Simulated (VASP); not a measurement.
A run of VASP 6.6.1 is set up as follows.

File INCAR:

```
PREC = Accurate
ENCUT = 520
EDIFF = 1E-6
ISMEAR = 0
SIGMA = 0.1
LREAL = F
LASPH = T
NELM = 100
ALGO = Normal
ISIF = 2
LWAVE = F
LCHARG = F
LDIPOL = T
IDIPOL = 3
DIPOL = 0.5 0.5 0.500
GGA = CA
NBANDS = 21
```

File KPOINTS:

```
Automatic mesh
0
Gamma
  12 12 1
```

The input POSCAR:

```
Ge
1.0
    3.9580000000      0.0000000000      0.0000000000
   -1.9790000000      3.4277285482      0.0000000000
    0.0000000000      0.0000000000     28.0000000000
Ge
2
Direct
    0.3333333333      0.6666666667      0.5000000000
    0.6666666667      0.3333333333      0.5000000000
```

Potentials or basis: VASP PAW LDA potentials, release 64 (Ge_d).

Command:

```bash
$ cat potpaw_LDA.64/Ge_d/POTCAR > POTCAR
$ mpirun -np 1 vasp_std > vasp.out
```

(1) What does it give for the band gap on the k mesh?

Answers

(1) zero (band 14 reaches -3.46 eV, above the bottom of band 15 at -4.10 eV).
